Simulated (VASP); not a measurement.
Wanted: the native input for a VASP 6.6.1 run.

```yaml
Task: single point
Functional: r2SCAN
Potentials_or_basis: VASP PAW PBE potentials, release 64 (Hf_pv, Si)
Cutoff: 520 eV
k_mesh: 5 × 9 × 7
Occupations: fermi-dirac, width 0.1 eV
Spin: no spin polarisation
Dipole_correction: no
Further_INCAR_settings: ALGO = Normal; EDIFF = 1e-06; NBANDS = 38
```

Crystal: HfSi.

```xyz
8
Lattice="6.7731 0.0000 0.0000 0.0000 3.7208 0.0000 0.0000 0.0000 5.1576" Properties=species:S:1:pos:R:3 pbc="T T T"
Hf    1.1866    0.9302    0.6470
Hf    2.2000    2.7906    3.2258
Hf    4.5731    0.9302    1.9318
Hf    5.5865    2.7906    4.5106
Si    0.2898    0.9302    3.2931
Si    3.0967    2.7906    0.7142
Si    3.6764    0.9302    4.4434
Si    6.4833    2.7906    1.8646
```

One way to write it, as run:

POSCAR

```
HfSi
1.0
    6.7731036800      0.0000000000      0.0000000000
    0.0000000000      3.7208379700      0.0000000000
    0.0000000000      0.0000000000      5.1576248200
Hf Si
4 4
Direct
    0.1751895924      0.2500000000      0.1254449138
    0.3248104076      0.7500000000      0.6254449138
    0.6751895924      0.2500000000      0.3745550862
    0.8248104076      0.7500000000      0.8745550862
    0.0427936670      0.2500000000      0.6384821974
    0.4572063330      0.7500000000      0.1384821974
    0.5427936670      0.2500000000      0.8615178026
    0.9572063330      0.7500000000      0.3615178026
```

INCAR.step1

```
SYSTEM = HfSi
PREC = Accurate
ENCUT = 520
ISMEAR = -1
SIGMA = 0.1
LREAL = .FALSE.
LASPH = .TRUE.
NELM = 60
NBANDS = 38
GGA = PE
ALGO = Normal
EDIFF = 1E-4
LWAVE = .TRUE.
LCHARG = .FALSE.
```

INCAR.step2

```
SYSTEM = HfSi
PREC = Accurate
ENCUT = 520
EDIFF = 1E-6
ISMEAR = -1
SIGMA = 0.1
LREAL = .FALSE.
LASPH = .TRUE.
NELM = 60
ALGO = Normal
ISIF = 2
LWAVE = .FALSE.
LCHARG = .FALSE.
METAGGA = R2SCAN
LMIXTAU = .TRUE.
NBANDS = 38
ISTART = 1
```

KPOINTS

```
regular mesh
0
G
  5 9 7
  0 0 0
```

Potentials or basis: VASP PAW PBE potentials, release 64 (Hf_pv, Si).

Launch:

```console
$ cat potpaw_PBE.64/Hf_pv/POTCAR potpaw_PBE.64/Si/POTCAR > POTCAR
$ cp INCAR.step1 INCAR
$ mpirun -np 1 vasp_std > vasp.out
$ cp INCAR.step2 INCAR
$ mpirun -np 1 vasp_std > vasp.out
```

It gave:

| Quantity | Value |
| --- | --- |
| Pressure | 6.8 GPa |
| Largest force | 0.005 eV/Å |
| Band gap on the k mesh | zero (bands 28 and 29 overlap by 0.35 eV) |

Caveat: the cell stands under pressure; the PAW data sets were made with another functional, which shifts forces and pressure a little; spin-orbit coupling is left out, which moves the levels of the heavy elements.

Wall time 8.7 min on 1 thread of Intel(R) Xeon(R) 6975P-C (Granite Rapids), on a shared host, peak memory 0.4 GiB.
